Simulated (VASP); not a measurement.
Set up this calculation in VASP 6.6.1, as the native input.

```
Task                   : single point
Functional             : PBE
Potentials or basis    : VASP PAW PBE potentials, release 64 (In_d, Pd)
Cutoff                 : 520 eV
k mesh                 : 8 × 8 × 8
Occupations            : fermi-dirac, width 0.05 eV
Spin                   : no spin polarisation
Dipole correction      : no
Further INCAR settings : ALGO = Normal; EDIFF = 1e-06; NBANDS = 18
```

The structure of InPd lies in POSCAR:

```
InPd
1.0
    3.1698329017      0.0000000000      0.0000000000
    0.0000000000      3.1698329017      0.0000000000
    0.0000000000      0.0000000000      3.1698329017
In Pd
1 1
Direct
    0.0000000000      0.0000000000      0.0000000000
    0.5000000000      0.5000000000      0.5000000000
```

These files were run (other wordings do the same):

INCAR

```
SYSTEM = InPd
  ALGO = Normal
  EDIFF = 1E-6
  ENCUT = 520
  GGA = PE
  ISIF = 2
  ISMEAR = -1
  LASPH = .TRUE.
  LCHARG = .TRUE.
  LELF = .TRUE.
  LREAL = .FALSE.
  LVHAR = .TRUE.
  LWAVE = .FALSE.
  NBANDS = 18
  NELM = 80
  PREC = Accurate
  SIGMA = 0.05
```

KPOINTS

```
k-points
0
G
  8 8 8
  0 0 0
```

Potentials or basis: VASP PAW PBE potentials, release 64 (In_d, Pd).

Run with:

```bash
$ cat potpaw_PBE.64/In_d/POTCAR potpaw_PBE.64/Pd/POTCAR > POTCAR
$ mpirun -np 1 vasp_std > vasp.out
```

It gave:

The pressure is 20.2 GPa.

Wall time 7.5 s on 1 thread of Intel(R) Xeon(R) 6975P-C (Granite Rapids) (shared host), peak memory 0.14 GiB.
